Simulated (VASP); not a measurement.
# Al3GaN4 (R3m) in VASP: further runs

The runs below take Al3GaN4 through single point, with r2SCAN.

All numbers are computed with VASP 6.6.1; they aren't measurements. Logs are shortened: lines on timing, memory, paths and dates and some standing lists are left out, and cuts for length are marked.

### Step 1. The cell of the first run

Symmetry: R3m, No. 160, trigonal system. Conventional cell: a = 6.224 Å, b = 6.224 Å, c = 7.623 Å, α = 90.00°, β = 90.00°, γ = 120.00°. Within 2.5 Å of Al (site symmetry m) lie 4 N at 1.89 Å. Within 2.6 Å of Ga (site symmetry 3m) lie 4 N at 1.93 to 2.00 Å. N (site symmetry m) has 3 Al at 1.89 Å and 1 Ga at 1.93 Å within 2.5 Å. N (site symmetry 3m) has 3 Al at 1.89 Å and 1 Ga at 2.00 Å within 2.5 Å.

### Step 2. Single point, r2SCAN (all Ga atoms moved -0.050 Å, as atom 4 along Cartesian [1 1 1])

POSCAR reads:

```
Al3GaN4
1.0
    4.4012372935      0.0000000000      0.0000000000
    0.0000000000      4.4012372935      0.0000000000
    0.0000000000      0.0000000000      4.4012372935
Al Ga N
3 1 4
Direct
    0.5000000000      0.5000000000      0.0000000000
    0.5000000000      0.0000000000      0.5000000000
    0.0000000000      0.5000000000      0.5000000000
   -0.0065589541     -0.0065589541     -0.0065589541
    0.7444581597      0.7444581597      0.2555418403
    0.7444581597      0.2555418403      0.7444581597
    0.2555418403      0.7444581597      0.7444581597
    0.2555418403      0.2555418403      0.2555418403
```

INCAR.step1 reads:

```
SYSTEM = Al3GaN4
  PREC = Accurate
  ENCUT = 520
  ISMEAR = 0
  SIGMA = 0.05
  LREAL = .False.
  LASPH = .True.
  NELM = 60
  NBANDS = 31
  GGA = PE
  ALGO = Normal
  EDIFF = 1E-4
  LWAVE = .True.
  LCHARG = .False.
```

INCAR.step2 reads:

```
SYSTEM = Al3GaN4
  PREC = Accurate
  ENCUT = 520
  EDIFF = 1E-6
  ISMEAR = 0
  SIGMA = 0.05
  LREAL = .False.
  LASPH = .True.
  NELM = 60
  ALGO = Normal
  ISIF = 2
  LWAVE = .False.
  LCHARG = .True.
  METAGGA = R2SCAN
  LMIXTAU = .True.
  LELF = .True.
  LVHAR = .True.
  NBANDS = 31
  ISTART = 1
```

KPOINTS reads:

```
Automatic mesh
0
Gamma
  6 6 6
  0 0 0
```

Potentials or basis: VASP PAW PBE potentials, release 64 (Al, Ga_d, N).

Run with:

```sh
$ cat potpaw_PBE.64/Al/POTCAR potpaw_PBE.64/Ga_d/POTCAR potpaw_PBE.64/N/POTCAR > POTCAR
$ cp INCAR.step1 INCAR
$ mpirun -np 1 vasp_std > vasp.out
$ cp INCAR.step2 INCAR
$ mpirun -np 1 vasp_std > vasp.out
```

OUTCAR:

```text
SYSTEM = Al3GaN4
   PREC = Accurate
   ENCUT = 520
   EDIFF = 1E-6
   ISMEAR = 0
   LREAL = .False.
   LASPH = .True.
   NELM = 60
   ISIF = 2
   METAGGA = R2SCAN
   ISTART = 1

 ion  position               nearest neighbor table
   1  0.500  0.500  0.000-   5 1.89   6 1.89   7 1.89   8 1.89   4 3.07   3 3.11   2 3.11   2 3.11
                             3 3.11   2 3.11   2 3.11   3 3.11   3 3.11   4 3.11   4 3.11
   2  0.500  0.000  0.500-   5 1.89   6 1.89   7 1.89   8 1.89   4 3.07   3 3.11   1 3.11   1 3.11
                             1 3.11   3 3.11   1 3.11   3 3.11   3 3.11   4 3.11   4 3.11
   3  0.000  0.500  0.500-   5 1.89   6 1.89   7 1.89   8 1.89   4 3.07   2 3.11   1 3.11   1 3.11
                             2 3.11   1 3.11   2 3.11   1 3.11   2 3.11   4 3.11   4 3.11
   4  0.993  0.993  0.993-   5 1.93   6 1.93   7 1.93   8 2.00   2 3.07   3 3.07   1 3.07   2 3.11
                             1 3.11   3 3.11   2 3.11   3 3.11   1 3.11
   5  0.744  0.744  0.256-   1 1.89   2 1.89   3 1.89   4 1.93
   6  0.744  0.256  0.744-   1 1.89   2 1.89   3 1.89   4 1.93
   7  0.256  0.744  0.744-   1 1.89   2 1.89   3 1.89   4 1.93
   8  0.256  0.256  0.256-   1 1.89   2 1.89   3 1.89   4 2.00

  LATTYP: Found a simple cubic cell.
 ALAT       =     4.4012372935

  Lattice vectors:

 A1 = (   4.4012372935,   0.0000000000,   0.0000000000)
 A2 = (   0.0000000000,   4.4012372935,   0.0000000000)
 A3 = (   0.0000000000,   0.0000000000,   4.4012372935)

Analysis of symmetry for initial positions (statically):
=====================================================================
 Subroutine PRICEL returns:
 Original cell was already a primitive cell.

 Routine SETGRP: Setting up the symmetry group for a
 simple cubic supercell.

 Subroutine GETGRP returns: Found  6 space group operations
 (whereof  6 operations were pure point group operations)
 out of a pool of 48 trial point group operations.

The static configuration has the point symmetry C_3v.

Analysis of symmetry for dynamics (positions and initial velocities):
=====================================================================
 Subroutine PRICEL returns:
 Original cell was already a primitive cell.

 Routine SETGRP: Setting up the symmetry group for a
 simple cubic supercell.

 Subroutine GETGRP returns: Found  6 space group operations
 (whereof  6 operations were pure point group operations)
 out of a pool of 48 trial point group operations.

The dynamic configuration has the point symmetry C_3v.

 Subroutine INISYM returns: Found  6 space group operations
 (whereof  6 operations are pure point group operations),
 and found     1 'primitive' translations

----------------------------------------------------------------------------------------

                                     Primitive cell

  volume of cell :      85.2559

  direct lattice vectors                    reciprocal lattice vectors
     4.401237294  0.000000000  0.000000000     0.227208835  0.000000000  0.000000000
     0.000000000  4.401237294  0.000000000     0.000000000  0.227208835  0.000000000
     0.000000000  0.000000000  4.401237294     0.000000000  0.000000000  0.227208835

  length of vectors
     4.401237294  4.401237294  4.401237294     0.227208835  0.227208835  0.227208835

  position of ions in fractional coordinates (direct lattice)
     0.500000000  0.500000000  0.000000000
     0.500000000  0.000000000  0.500000000
     0.000000000  0.500000000  0.500000000
     0.993441046  0.993441046  0.993441046
     0.744458160  0.744458160  0.255541840
     0.744458160  0.255541840  0.744458160
     0.255541840  0.744458160  0.744458160
     0.255541840  0.255541840  0.255541840

  ion indices of the primitive-cell ions
   primitive index   ion index
                 1           1
                 2           2
                 3           3
                 4           4
                 5           5
                 6           6
                 7           7
                 8           8

----------------------------------------------------------------------------------------

 KPOINTS: Automatic mesh

Automatic generation of k-mesh.
 Grid dimensions read from file:
 generate k-points for:    6    6    6

 Generating k-lattice:

  Cartesian coordinates                     Fractional coordinates (reciprocal lattice)
     0.037868139  0.000000000  0.000000000     0.166666667  0.000000000  0.000000000
     0.000000000  0.037868139  0.000000000     0.000000000  0.166666667  0.000000000
     0.000000000  0.000000000  0.037868139     0.000000000  0.000000000  0.166666667

  Length of vectors
     0.037868139  0.037868139  0.037868139

  Shift w.r.t. Gamma in fractional coordinates (k-lattice)
     0.000000000  0.000000000  0.000000000

 Subroutine IBZKPT returns following result:
 ===========================================

 Found     32 irreducible k-points:

 Following reciprocal coordinates:
            Coordinates               Weight
  0.000000  0.000000  0.000000      1.000000
  0.166667  0.000000  0.000000      6.000000
  0.333333  0.000000  0.000000      6.000000
  0.500000  0.000000  0.000000      3.000000
  0.166667  0.166667  0.000000      6.000000
 -0.166667  0.166667  0.000000      6.000000
[... 16 lines left out ...]
 -0.166667  0.333333  0.333333      6.000000
  0.500000  0.333333  0.166667     12.000000
 [... further k-points ...]
   k-points           NKPTS =     32   k-points in BZ     NKDIM =     32   number of bands    NBANDS=     31
   number of dos      NEDOS =    301   number of ions     NIONS =      8
   total plane-waves  NPLWV =  46656
   dimension x,y,z NGX =    36 NGY =   36 NGZ =   36
   dimension x,y,z NGXF=    72 NGYF=   72 NGZF=   72
   ions per type =               3   1   4
   NGX,Y,Z   is equivalent  to a cutoff of  13.60, 13.60, 13.60 a.u.
   NGXF,Y,Z  is equivalent  to a cutoff of  27.20, 27.20, 27.20 a.u.
 SYSTEM =  Al3GaN4
   PREC   = accura    normal or accurate (medium, high low for compatibility)
   ISTART =      1    job   : 0-new  1-cont  2-samecut
   ICHARG =      0    charge: 1-file 2-atom 10-const
   ISPIN  =      1    spin polarized calculation?
   LNONCOLLINEAR =      F non collinear calculations
   LSORBIT =      F    spin-orbit coupling
   LASPH  =      T    aspherical Exc in radial PAW
   ENCUT  =  520.0 eV  38.22 Ry    6.18 a.u.   8.18  8.18  8.18*2*pi/ulx,y,z
   NELM   =     60;   NELMIN=  2; NELMDL=  0     # of ELM steps
   EDIFF  = 0.1E-05   stopping-criterion for ELM
   LREAL  =      F    real-space projection
   EDIFFG = 0.1E-04   stopping-criterion for IOM
   NSW    =      0    number of steps for IOM
   IBRION =     -1    ionic relax: 0-MD 1-quasi-New 2-CG
   NFREE  =      0    steps in history (QN), initial steepest desc. (CG)
   ISIF   =      2    stress and relaxation
   ISYM   =      2    0-nonsym 1-usesym 2-fastsym
   POTIM  = 0.5000    time-step for ionic-motion
   TEBEG  =    0.0;   TEEND  =   0.0 temperature during run
   PSTRESS=    0.0 pullay stress
   NELECT =      42.0000    total number of electrons
   NUPDOWN=      -1.0000    fix difference up-down
   EMIN   =  10.00;   EMAX   =-10.00  energy-range for DOS
   EFERMI =   0.00;   METHOD = LEGACY
   ISMEAR =     0;   SIGMA  =   0.05  broadening in eV -4-tet -1-fermi 0-gaus
   EFERMI_NEDOS =   21; number of points for ismear=-14 and -15
   IALGO  =     38    algorithm
   IMIX   =      4    mixing-type and parameters
     AMIX     =   0.40;   BMIX     =  1.00
     AMIX_MAG =   1.60;   BMIX_MAG =  1.00
  volume/ion in A,a.u.               =      10.66        71.92
  Fermi-wavevector in a.u.,A,eV,Ry     =   1.292954  2.443329 22.745275  1.671731
  Thomas-Fermi vector in A             =   2.424630
   LORBIT       =      0    0 simple, 1 ext, 2 COOP (PROOUT), +10 PAW based schemes
   METAGGA = R2SCAN    functional components
   LHFCALC =     F    Hartree Fock is set to
   AEXX    =    0.0000 exact exchange contribution
   IVDW    =     0    specifies the selected vdW correction
   LEPSILON=     F    determine dielectric tensor
   LRPA    =     F    only Hartree local field effects (RPA)
 non-spin polarized calculation
 Gauss-broadening in eV      SIGMA  =   0.05
  energy-cutoff  :      520.00
  volume of cell :       85.26
 maximum number of plane-waves:      2320
 NGX is ok and might be reduce to    36
   NGX = 17   NGY = 17   NGZ = 17

 number of electron      42.0000014 magnetization

 Free energy of the ion-electron system (eV)
  ---------------------------------------------------
  ext. energy  EPLUGINS =         0.00000000
  ---------------------------------------------------
  free energy    TOTEN  =       -79.41353549 eV

  energy without entropy =      -79.41353549  energy(sigma->0) =      -79.41353549

 E-fermi :   5.7582     XC(G=0): -11.7542

 val. band max:        5.5426654957   @ k =   0.0000   0.0000   0.0000
 cond. band min:       9.2986669557   @ k =   0.0000   0.0000   0.0000
 fundamental gap:      3.7560014600
 Fermi energy:         5.7582010792

 k-point     1 :       0.0000    0.0000    0.0000
  band No.  band energies     occupation
      1     -10.4912      2.00000
      2      -8.6362      2.00000
      3      -8.6362      2.00000
      4      -8.4429      2.00000
      5      -7.4745      2.00000
      6      -7.4745      2.00000
[... 23 lines left out ...]
     30      18.3425      0.00000
     31      18.3425      0.00000

 k-point     2 :       0.1667    0.0000    0.0000
  band No.  band energies     occupation
      1     -10.3646      2.00000
      2      -8.7067      2.00000
      3      -8.6406      2.00000
      4      -8.4674      2.00000
      5      -7.4730      2.00000
      6      -7.4700      2.00000
[... 23 lines left out ...]
     30      18.5181      0.00000
     31      18.5501      0.00000

 k-point     3 :       0.3333    0.0000    0.0000
  band No.  band energies     occupation
      1     -10.0096      2.00000
      2      -8.9856      2.00000
      3      -8.6492      2.00000
      4      -8.5018      2.00000
      5      -7.4702      2.00000
      6      -7.4577      2.00000
[... 23 lines left out ...]
     30      18.3613      0.00000
     31      18.7628      0.00000

 k-point     4 :       0.5000    0.0000    0.0000
  band No.  band energies     occupation
      1      -9.5963      2.00000
      2      -9.3807      2.00000
      3      -8.6534      2.00000
      4      -8.5139      2.00000
      5      -7.4687      2.00000
      6      -7.4424      2.00000
[... 23 lines left out ...]
     30      17.5843      0.00000
     31      17.8762      0.00000

 k-point     5 :       0.1667    0.1667    0.0000
  band No.  band energies     occupation
      1     -10.2434      2.00000
      2      -8.7443      2.00000
      3      -8.6715      2.00000
      4      -8.4804      2.00000
      5      -7.4701      2.00000
      6      -7.4668      2.00000
[... 23 lines left out ...]
     30      18.4245      0.00000
     31      18.5943      0.00000
[... 542 lines left out ...]
     30      17.3505      0.00000
     31      17.7271      0.00000

 k-point    22 :      -0.3333    0.3333    0.1667
  band No.  band energies     occupation
      1      -9.5515      2.00000
      2      -8.9034      2.00000
      3      -8.8517      2.00000
      4      -8.5789      2.00000
      5      -7.4554      2.00000
      6      -7.4483      2.00000
[... 23 lines left out ...]
     30      17.3214      0.00000
     31      17.7105      0.00000

 k-point    23 :      -0.1667    0.3333    0.3333
  band No.  band energies     occupation
      1      -9.5528      2.00000
      2      -8.9596      2.00000
      3      -8.7442      2.00000
      4      -8.6286      2.00000
      5      -7.4558      2.00000
      6      -7.4480      2.00000
[... 23 lines left out ...]
     30      17.3593      0.00000
     31      17.7108      0.00000

 k-point    24 :       0.5000    0.3333    0.1667
  band No.  band energies     occupation
      1      -9.2788      2.00000
      2      -9.1137      2.00000
      3      -8.8811      2.00000
      4      -8.5340      2.00000
      5      -7.4530      2.00000
      6      -7.4408      2.00000
[... 23 lines left out ...]
     30      17.2536      0.00000
     31      17.6421      0.00000

 [... further k-points ...]
[... 5 lines left out ...]
  --------------------------------------------------------------------------------------
  -------------------------------------------------------------------------------------
  Total        0.0361595      0.0361595      0.0361595     -0.2403188     -0.2403188     -0.2403188
  in kB        0.6795298      0.6795298      0.6795298     -4.5162078     -4.5162078     -4.5162078
  external PRESSURE =       0.6795298 kB  Pullay stress =       0.0000000 kB

 VOLUME and BASIS-vectors are now :
 -----------------------------------------------------------------------------
  energy-cutoff  :      520.00
  volume of cell :       85.26
      direct lattice vectors                 reciprocal lattice vectors
     4.401237294  0.000000000  0.000000000     0.227208835  0.000000000  0.000000000
     0.000000000  4.401237294  0.000000000     0.000000000  0.227208835  0.000000000
     0.000000000  0.000000000  4.401237294     0.000000000  0.000000000  0.227208835

 POSITION                                       TOTAL-FORCE (eV/Angst)
 -----------------------------------------------------------------------------------
      2.20062      2.20062      0.00000        -0.143342     -0.143342      0.106031
      2.20062      0.00000      2.20062        -0.143342      0.106031     -0.143342
      0.00000      2.20062      2.20062         0.106031     -0.143342     -0.143342
      4.37237      4.37237      4.37237         0.513002      0.513002      0.513002
      3.27654      3.27654      1.12470        -0.137191     -0.137191      0.089695
      3.27654      1.12470      3.27654        -0.137191      0.089695     -0.137191
      1.12470      3.27654      3.27654         0.089695     -0.137191     -0.137191
      1.12470      1.12470      1.12470        -0.147665     -0.147665     -0.147665
 -----------------------------------------------------------------------------------
    total drift:                               -0.000041     -0.000041     -0.000045

  FREE ENERGIE OF THE ION-ELECTRON SYSTEM (eV)
  ---------------------------------------------------
  free  energy   TOTEN  =       -79.4135354915 eV

  energy  without entropy=      -79.4135354915  energy(sigma->0) =      -79.41353549
```

Wall time 2.3 min (1 thread of Intel Xeon 6975P-C (Granite Rapids), shared host); peak memory 0.25 GiB.

What came out:

```yaml
Free_energy: -79.4135 eV
Pressure: 0.1 GPa
Largest_force: 0.889 eV/Å
Band_gap_on_the_k_mesh: 3.76 eV, direct
```

Forces in eV/Å, atoms in the order of the input:
```
Al  -0.143 -0.143  0.106
Al  -0.143  0.106 -0.143
Al   0.106 -0.143 -0.143
Ga   0.513  0.513  0.513
N   -0.137 -0.137  0.090
N   -0.137  0.090 -0.137
N    0.090 -0.137 -0.137
N   -0.148 -0.148 -0.148
```

Caveat: the cell differs from its parent crystal (all Ga atoms moved -0.050 Å, as atom 4 along Cartesian [1 1 1]); the PAW data sets were made with another functional, which shifts forces and pressure a little.

(Continued in part 2 of 3.)
